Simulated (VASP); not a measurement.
# BN: single point with PBE

The system is BN.

```xyz
4
Lattice="2.6561 0.0000 0.0000 -1.3280 2.3002 0.0000 0.0000 0.0000 4.0578" Properties=species:S:1:pos:R:3 pbc="T T T"
B     1.3280    0.7667    4.0567
B     0.0000    1.5335    2.0278
N     1.3280    0.7667    2.5372
N     0.0000    1.5335    0.5083
```

This cell differs from its parent crystal: strain +0.040 along x and y, -0.040 along z.

```
Program             : VASP 6.6.1
Task                : single point
Functional          : PBE
Potentials or basis : VASP PAW PBE potentials, release 64 (B, N)
Cutoff              : 520 eV
k mesh              : 12 × 12 × 6
Occupations         : gaussian, width 0.05 eV
Spin                : no spin polarisation
```

```
Pressure               : -9.6 GPa
Largest force          : 0.256 eV/Å
Band gap on the k mesh : 5.48 eV, indirect (least direct gap 7.33 eV)
```

Forces on the atoms (eV/Å):
```
B    0.000  0.000  0.256
B    0.000  0.000  0.256
N    0.000  0.000 -0.256
N    0.000  0.000 -0.256
```

Stress tensor (GPa, compression positive):
```
-33.49   0.00   0.00
  0.00 -33.49   0.00
  0.00   0.00  38.06
```

Levels at points of the mesh, in eV from the valence-band top:
```csv
k point,band 6,band 7,band 8,band 9,band 10,band 11
"(0.00, 0.00, 0.00)",-0.22,0.00,0.00,7.44,7.46,7.46
"(0.50, 0.00, 0.00)",-5.21,-4.38,-1.69,5.72,8.24,9.79
"(0.00, 0.00, 0.50)",-1.48,-1.48,-1.48,7.93,7.93,9.18
"(0.50, 0.00, 0.50)",-3.77,-3.05,-3.05,6.41,6.41,10.37
```

Wall time 47 s on 1 thread of Intel Xeon 8259CL, with other jobs on the host, peak memory 0.14 GiB.

Caveat: the cell differs from its parent crystal (strain +0.040 along x and y, -0.040 along z). A k mesh can miss the band edges.
